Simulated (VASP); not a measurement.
# Ge2F (P4_2/nmc) in VASP: a series of runs, part 2 of 3

VASP 6.6.1. Earlier steps stand in the parts before.

## (3) Single point, PBE

This run uses another cell than the first one, of 18.68 Å³/atom.

The input, INCAR:

```
  PREC = Accurate
  ENCUT = 520
  EDIFF = 1E-7
  ISMEAR = 0
  SIGMA = 0.1
  LREAL = F
  LASPH = T
  NELM = 60
  ALGO = Normal
  ISIF = 2
  LWAVE = F
  LCHARG = F
  GGA = PE
  NBANDS = 44
```

The input, KPOINTS:

```
Automatic mesh
0
Gamma
  6 6 2
```

The input, POSCAR:

```
Ge2F
1.0
    3.4141043968      0.0000000000      0.0000000000
    0.0000000000      3.4141043968      0.0000000000
    0.0000000000      0.0000000000      9.6172243865
Ge F
4 2
Direct
    0.0000000000      0.5000000000      0.1834207432
    0.0000000000      0.5000000000      0.6834207432
    0.5000000000      0.0000000000      0.3165792568
    0.5000000000      0.0000000000      0.8165792568
    0.0000000000      0.0000000000      0.0000000000
    0.5000000000      0.5000000000      0.5000000000
```

Potentials or basis: VASP PAW PBE potentials, release 64 (Ge_d, F).

Started as:

```
$ cat potpaw_PBE.64/Ge_d/POTCAR potpaw_PBE.64/F/POTCAR > POTCAR
$ mpirun -np 1 vasp_std > vasp.out
```

OUTCAR:

```text
PREC = Accurate
   ENCUT = 520
   EDIFF = 1E-7
   ISMEAR = 0
   LREAL = F
   LASPH = T
   NELM = 60
   ISIF = 2
   GGA = PE

 ion  position               nearest neighbor table
   1  0.000  0.500  0.183-   3 2.73   3 2.73   3 2.73   3 2.73
   2  0.000  0.500  0.683-   4 2.73   4 2.73   4 2.73   4 2.73
   3  0.500  0.000  0.317-   1 2.73   1 2.73   1 2.73   1 2.73
   4  0.500  0.000  0.817-   2 2.73   2 2.73   2 2.73   2 2.73
   5  0.000  0.000  0.000-
   6  0.500  0.500  0.500-

  LATTYP: Found a simple tetragonal cell.
 ALAT       =     3.4141043968
 C/A-ratio  =     2.8169098741

  Lattice vectors:

 A1 = (   3.4141043968,   0.0000000000,   0.0000000000)
 A2 = (   0.0000000000,   3.4141043968,   0.0000000000)
 A3 = (   0.0000000000,   0.0000000000,   9.6172243865)

Analysis of symmetry for initial positions (statically):
=====================================================================
 Subroutine PRICEL returns:
 Original cell was already a primitive cell.

 Routine SETGRP: Setting up the symmetry group for a
 simple tetragonal supercell.
[... 174 lines left out ...]

 val. band max:        4.0256355673   @ k =   0.5000   0.1667   0.0000
 cond. band min:       4.0741779653   @ k =   0.5000   0.1667   0.5000
 fundamental gap:      0.0485423980
 Fermi energy:         4.0528286136

 k-point     1 :       0.0000    0.0000    0.0000
  band No.  band energies     occupation
      1     -20.8236      2.00000
      2     -20.8234      2.00000
      3     -20.8116      2.00000
      4     -20.8116      2.00000
      5     -20.7833      2.00000
      6     -20.7832      2.00000
[... 929 lines left out ...]
     43       7.8923      0.00000
     44       7.8923      0.00000

------------------------ aborting loop because EDIFF is reached ----------------------------------------

  FORCE on cell =-STRESS in cart. coord.  units (eV):
  Direction    XX          YY          ZZ          XY          YZ          ZX
  --------------------------------------------------------------------------------------
  -------------------------------------------------------------------------------------
  Total        0.0951374      0.0951374     -0.0672444      0.0000000      0.0000000     -0.0000000
  in kB        1.3597487      1.3597487     -0.9610878      0.0000000      0.0000000     -0.0000000
  external PRESSURE =       0.5861366 kB  Pullay stress =       0.0000000 kB

 VOLUME and BASIS-vectors are now :
 -----------------------------------------------------------------------------
  energy-cutoff  :      520.00
  volume of cell :      112.10
      direct lattice vectors                 reciprocal lattice vectors
     3.414104397  0.000000000  0.000000000     0.292902584  0.000000000  0.000000000
     0.000000000  3.414104397  0.000000000     0.000000000  0.292902584  0.000000000
     0.000000000  0.000000000  9.617224387     0.000000000  0.000000000  0.103980105

 POSITION                                       TOTAL-FORCE (eV/Angst)
 -----------------------------------------------------------------------------------
      0.00000      1.70705      1.76400         0.000000      0.000000     -0.005824
      0.00000      1.70705      6.57261         0.000000      0.000000     -0.005824
      1.70705      0.00000      3.04461         0.000000      0.000000      0.005824
      1.70705      0.00000      7.85323         0.000000     -0.000000      0.005824
      0.00000      0.00000      0.00000         0.000000     -0.000000     -0.000000
      1.70705      1.70705      4.80861        -0.000000      0.000000     -0.000000
 -----------------------------------------------------------------------------------
    total drift:                                0.000000     -0.000000      0.000000

  FREE ENERGIE OF THE ION-ELECTRON SYSTEM (eV)
  ---------------------------------------------------
  free  energy   TOTEN  =       -24.4777573757 eV

  energy  without entropy=      -24.4646801147  energy(sigma->0) =      -24.47121875
```

OSZICAR:

```text
N       E                     dE             d eps       ncg     rms          rms(c)
DAV:   1     0.831748455791E+03    0.83175E+03   -0.32593E+04  2148   0.418E+03
DAV:   2     0.137572236260E+03   -0.69418E+03   -0.66822E+03  1768   0.993E+02
DAV:   3    -0.133750507621E+02   -0.15095E+03   -0.14707E+03  1924   0.242E+02
DAV:   4    -0.257573139313E+02   -0.12382E+02   -0.12179E+02  2032   0.760E+01
DAV:   5    -0.260663389328E+02   -0.30903E+00   -0.30818E+00  1936   0.132E+01    0.773E+00
DAV:   6    -0.245744545809E+02    0.14919E+01   -0.63995E+00  2608   0.191E+01    0.373E+00
DAV:   7    -0.244972635845E+02    0.77191E-01   -0.10038E+00  1976   0.542E+00    0.172E+00
DAV:   8    -0.244804289438E+02    0.16835E-01   -0.24545E-01  2140   0.293E+00    0.551E-01
DAV:   9    -0.244767714394E+02    0.36575E-02   -0.29529E-02  2280   0.148E+00    0.154E-01
DAV:  10    -0.244776799036E+02   -0.90846E-03   -0.43034E-03  1960   0.435E-01    0.464E-02
DAV:  11    -0.244777402850E+02   -0.60381E-04   -0.29433E-04  2052   0.128E-01    0.166E-02
DAV:  12    -0.244777577935E+02   -0.17508E-04   -0.98753E-05  1904   0.630E-02    0.108E-02
DAV:  13    -0.244777573663E+02    0.42719E-06   -0.77510E-06  2212   0.192E-02    0.500E-03
DAV:  14    -0.244777574170E+02   -0.50606E-07   -0.30658E-06  1776   0.944E-03    0.113E-03
DAV:  15    -0.244777573757E+02    0.41295E-07   -0.23324E-07  1504   0.404E-03
   1 F= -.24477757E+02 E0= -.24471219E+02  d E =-.130773E-01
```

Wall time 2.6 min (1 thread of Oxide Virtual Turin-like, shared host); peak memory 0.22 GiB.

Results:

* Free energy: -24.4778 eV
* Pressure: 0.1 GPa
* Largest force: 0.006 eV/Å
* Band gap on the k mesh: zero (bands 35 and 36 overlap by 4.14 eV)

Forces on the atoms (eV/Å):
```
Ge   0.000  0.000 -0.006
Ge   0.000  0.000 -0.006
Ge   0.000  0.000  0.006
Ge   0.000  0.000  0.006
F    0.000  0.000  0.000
F    0.000  0.000  0.000
```

## (4) Relaxation of cell and atoms, PBE

The input, INCAR:

```
ALGO     = Normal         # electronic algorithm
EDIFF    = 1E-7           # SCF threshold, eV
EDIFFG   = -0.04          # ionic threshold
ENCUT    = 600            # plane-wave cutoff, eV
GGA      = PE             # functional
IBRION   = 2              # ionic algorithm
ISIF     = 3              # what is computed and relaxed
ISMEAR   = 0              # smearing method
LASPH    = True           # aspherical terms in the spheres
LCHARG   = False          # write CHGCAR
LREAL    = False          # projectors in reciprocal space
LWAVE    = False          # write WAVECAR
NELM     = 80             # most SCF steps
NSW      = 90             # ionic steps
PREC     = Accurate       # precision mode
SIGMA    = 0.1            # smearing width, eV
```

The input, KPOINTS:

```
k-points
0
Gamma
  6 6 2
```

The input, POSCAR:

```
Ge2F
1.0
    3.2780622400      0.0000000000      0.0000000000
    0.0000000000      3.2780622400      0.0000000000
    0.0000000000      0.0000000000      9.4532226700
Ge F
4 2
Direct
    0.0000000000      0.5000000000      0.1250000000
    0.0000000000      0.5000000000      0.6250000000
    0.5000000000      0.0000000000      0.3750000000
    0.5000000000      0.0000000000      0.8750000000
    0.0000000000      0.0000000000      0.0000000000
    0.5000000000      0.5000000000      0.5000000000
```

Potentials or basis: VASP PAW PBE potentials, release 64 (Ge_d, F).

Started as:

```
$ cat potpaw_PBE.64/Ge_d/POTCAR potpaw_PBE.64/F/POTCAR > POTCAR
$ mpirun -np 1 vasp_std > vasp.out
```

OUTCAR:

```text
EDIFF = 1E-7
   EDIFFG = -0.04
   ENCUT = 600
   GGA = PE
   IBRION = 2
   ISIF = 3
   ISMEAR = 0
   LASPH = True
   LREAL = False
   NELM = 80
   NSW = 90
   PREC = Accurate

 ion  position               nearest neighbor table
   1  0.000  0.500  0.125-   5 2.02   5 2.02
   2  0.000  0.500  0.625-   6 2.02   6 2.02
   3  0.500  0.000  0.375-   6 2.02   6 2.02
   4  0.500  0.000  0.875-   5 2.02   5 2.02
   5  0.000  0.000  0.000-   1 2.02   4 2.02   1 2.02   4 2.02
   6  0.500  0.500  0.500-   2 2.02   3 2.02   3 2.02   2 2.02

  LATTYP: Found a simple tetragonal cell.
 ALAT       =     3.2780622400
 C/A-ratio  =     2.8837837655

  Lattice vectors:

 A1 = (   3.2780622400,   0.0000000000,   0.0000000000)
 A2 = (   0.0000000000,   3.2780622400,   0.0000000000)
 A3 = (   0.0000000000,   0.0000000000,   9.4532226700)

Analysis of symmetry for initial positions (statically):
=====================================================================
 Subroutine PRICEL returns:
 Original cell was already a primitive cell.

 Routine SETGRP: Setting up the symmetry group for a
 simple tetragonal supercell.

 Subroutine GETGRP returns: Found 16 space group operations
 (whereof  8 operations were pure point group operations)
[... 162 lines left out ...]

 number of electron      69.9999984 magnetization

 Free energy of the ion-electron system (eV)
  ---------------------------------------------------
  ext. energy  EPLUGINS =         0.00000000
  ---------------------------------------------------
  free energy    TOTEN  =       -20.37055883 eV

  energy without entropy =      -20.34995398  energy(sigma->0) =      -20.36025640

------------------------ aborting loop because EDIFF is reached ----------------------------------------

  FORCE on cell =-STRESS in cart. coord.  units (eV):
  Direction    XX          YY          ZZ          XY          YZ          ZX
  --------------------------------------------------------------------------------------
  -------------------------------------------------------------------------------------
  Total       13.1567481     13.1567481     12.0965381      0.0000000      0.0000000      0.0000000
  in kB      207.5127870    207.5127870    190.7907882      0.0000000      0.0000000      0.0000000
  external PRESSURE =     201.9387874 kB  Pullay stress =       0.0000000 kB
[... 1011 lines left out ...]
     41       6.6075      0.00000
     42       6.6075      0.00000

[... ionic steps 4 to 14 ...]

--------------------------------------- Ionic step       15  -------------------------------------------

 number of electron      70.0000016 magnetization

------------------------ aborting loop because EDIFF is reached ----------------------------------------
[... 982 lines left out ...]
--------------------------------------- Ionic step       17  -------------------------------------------

 number of electron      70.0000008 magnetization

 Free energy of the ion-electron system (eV)
  ---------------------------------------------------
  ext. energy  EPLUGINS =         0.00000000
  ---------------------------------------------------
  free energy    TOTEN  =       -24.56056652 eV

  energy without entropy =      -24.55327292  energy(sigma->0) =      -24.55691972

 E-fermi :   4.4918     XC(G=0): -10.1739

 val. band max:        4.4733743422   @ k =   0.1667   0.0000   0.0000
 cond. band min:       4.5902949948   @ k =   0.3333   0.3333   0.0000
 fundamental gap:      0.1169206526
 Fermi energy:         4.4917966890
[... 931 lines left out ...]
  FREE ENERGIE OF THE ION-ELECTRON SYSTEM (eV)
  ---------------------------------------------------
  free  energy   TOTEN  =       -24.5605665187 eV

  energy  without entropy=      -24.5532729215  energy(sigma->0) =      -24.55691972

 reached required accuracy - stopping structural energy minimisation
```

CONTCAR:

```text
Ge2F
   1.00000000000000
     3.1774850430275237    0.0000000000000000   -0.0000000000000000
     0.0000000000000000    3.1774850430275237   -0.0000000000000000
     0.0000000000000000    0.0000000000000000   10.7261904621345128
  Ge              F
     4     2
Direct
     1.0000000000000000    0.5000000000000000    0.1728546336606416
     1.0000000000000000    0.5000000000000000    0.6728546336606415
     0.5000000000000000    0.0000000000000000    0.3271453663393586
     0.5000000000000000    0.0000000000000000    0.8271453663393585
     0.0000000000000000    0.0000000000000000    0.0000000000000000
     0.5000000000000000    0.5000000000000000    0.5000000000000000

  0.00000000E+00  0.00000000E+00  0.00000000E+00
  0.00000000E+00  0.00000000E+00  0.00000000E+00
  0.00000000E+00  0.00000000E+00  0.00000000E+00
  0.00000000E+00  0.00000000E+00  0.00000000E+00
  0.00000000E+00  0.00000000E+00  0.00000000E+00
  0.00000000E+00  0.00000000E+00  0.00000000E+00
```

Run time: 36 min. Hardware: 1 thread of Oxide Virtual Turin-like, shared host; peak memory 0.26 GiB.

What came out:

```yaml
Free_energy: -24.5606 eV
Relaxed_volume: 18.05 Å³/atom
Relaxed_cell: a = 3.177 Å, b = 3.177 Å, c = 10.726 Å, α = 90.00°, β = 90.00°, γ = 90.00°
Space_group_after_relaxing_to_0.1_Å: P4_2/nmc (No. 137)
Pressure_after_relaxing: 0.0 GPa
Largest_force_after_relaxing: 0.028 eV/Å
Band_gap_on_the_k_mesh: zero (bands 35 and 36 overlap by 5.00 eV)
```

Forces on the atoms (eV/Å):
```
Ge   0.000  0.000 -0.028
Ge   0.000  0.000 -0.028
Ge   0.000  0.000  0.028
Ge   0.000  0.000  0.028
F    0.000  0.000  0.000
F    0.000  0.000  0.000
```

Final structure:
```xyz
6
Lattice="3.1775 0.0000 0.0000 0.0000 3.1775 0.0000 0.0000 0.0000 10.7262" Properties=species:S:1:pos:R:3 pbc="T T T"
Ge    3.1775    1.5887    1.8541
Ge    3.1775    1.5887    7.2172
Ge    1.5887    0.0000    3.5090
Ge    1.5887    0.0000    8.8721
F     0.0000    0.0000    0.0000
F     1.5887    1.5887    5.3631
```

Levels at points of the mesh, in eV from the Fermi level:
```csv
k point,band 34,band 35,band 36,band 37,band 38,band 39
"(0.00, 0.00, 0.00)",1.82,1.82,2.05,2.05,2.07,3.60
"(0.50, 0.00, 0.00)",-1.60,-0.96,-0.96,4.06,4.06,4.91
"(0.50, 0.50, 0.00)",-3.78,-3.00,-3.00,1.54,1.54,1.82
"(0.00, 0.00, 0.50)",0.78,1.89,1.89,1.97,1.97,4.17
"(0.50, 0.00, 0.50)",-2.13,-0.55,-0.55,4.23,4.23,4.91
"(0.50, 0.50, 0.50)",-3.69,-3.11,-3.11,2.05,2.05,2.09
```

[end of part 2 of 3]
